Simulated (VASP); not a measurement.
A run of VASP 6.6.1 is set up as follows.

Contents of INCAR:

```
PREC = Accurate
ENCUT = 520
EDIFF = 1E-6
ISMEAR = 0
SIGMA = 0.1
LREAL = F
LASPH = T
NELM = 100
ALGO = Fast
ISIF = 2
LWAVE = F
LCHARG = F
GGA = PS
NBANDS = 18
```

Contents of KPOINTS:

```
regular mesh
0
Gamma
  18 18 14
```

The input POSCAR:

```
Au
1.0
    2.0418799352      2.0418799352      0.0000000000
   -2.0418799352      2.0418799352      0.0000000000
    0.0000000000      0.0000000000      3.9612470743
Au
2
Direct
    0.0000000000      0.0000000000      0.0000000000
    0.5000000000      0.5000000000      0.5000000000
```

Potentials or basis: VASP PAW PBE potentials, release 64 (Au).

Launch:

```bash
$ cat potpaw_PBE.64/Au/POTCAR > POTCAR
$ mpirun -np 1 vasp_std > vasp.out
```

Q: Predict the pressure.

A: 5.5 GPa.

Q: What does it give for the band gap on the k mesh?

A: Zero (bands 11 and 12 overlap by 7.37 eV).

Stress tensor (GPa, compression positive):
```
5.29 0.00 0.00
0.00 5.29 0.00
0.00 0.00 5.85
```

Caveat: the cell differs from its parent crystal (strain along c alone, the other axes held: -3.0 %); the cell stands under pressure; the PAW data sets were made with another functional, which shifts forces and pressure a little; spin-orbit coupling is left out, which moves the levels of the heavy elements.
